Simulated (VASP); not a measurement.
A run of VASP 6.6.1 is set up as follows.

INCAR

```
ALGO = Normal
EDIFF = 1E-6
ENCUT = 520
GGA = CA
ISIF = 2
ISMEAR = 0
ISPIN = 2
LASPH = T
LCHARG = T
LELF = T
LMAXMIX = 4
LORBIT = 11
LREAL = F
LVHAR = T
LWAVE = F
MAGMOM = 0.875
NBANDS = 15
NELM = 150
NUPDOWN = 0.875
PREC = Accurate
SIGMA = 0.15
```

Contents of KPOINTS:

```
k-points
0
Gamma
  24 24 24
```

POSCAR

```
Ni
1.0
    0.0000000000      1.8092629499      1.8092629499
    1.8092629499      0.0000000000      1.8092629499
    1.8092629499      1.8092629499      0.0000000000
Ni
1
Direct
    0.0000000000      0.0000000000      0.0000000000
```

Potentials or basis: VASP PAW LDA potentials, release 64 (Ni).

Command:

```console
$ cat potpaw_LDA.64/Ni/POTCAR > POTCAR
$ mpirun -np 1 vasp_std > vasp.out
```

Q: What does it give for the pressure?

A: -26.3 GPa.

Caveat: the total moment is fixed, so each spin has its own Fermi level.
